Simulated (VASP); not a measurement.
A run of VASP 6.6.1:

INCAR

```
SYSTEM = Ga
  ALGO = Fast
  EDIFF = 1E-6
  EDIFFG = -0.005
  ENCUT = 600
  GGA = PS
  IBRION = 2
  ISIF = 3
  ISMEAR = 0
  LASPH = .TRUE.
  LCHARG = .FALSE.
  LREAL = .FALSE.
  LWAVE = .FALSE.
  NELM = 100
  NSW = 100
  PREC = Accurate
  SIGMA = 0.1
```

File KPOINTS:

```
k-points
0
G
  10 10 10
  0 0 0
```

The input POSCAR:

```
Ga
1.0
    3.8169566100     -2.3266295500      0.0000000000
    3.8169566100      2.3266295500      0.0000000000
    0.0000000000      0.0000000000      4.4882540000
Ga
4
Direct
    0.9903146100      0.3344495100      0.2500000000
    0.3344495100      0.9903146100      0.7500000000
    0.0096853900      0.6655504900      0.7500000000
    0.6655504900      0.0096853900      0.2500000000
```

Potentials or basis: VASP PAW PBE potentials, release 64 (Ga_d).

Command:

```sh
$ cat potpaw_PBE.64/Ga_d/POTCAR > POTCAR
$ mpirun -np 1 vasp_std > vasp.out
```

Hardware: 1 thread of Oxide Virtual Turin-like Processor (shared host).

Q: Estimate the wall time of this run.

A: Run time: 48 min on 1 thread of Oxide Virtual Turin-like Processor, with other jobs on the host, peak memory 0.49 GiB. Counts: scf iterations 85, k points 186, ion steps 16.
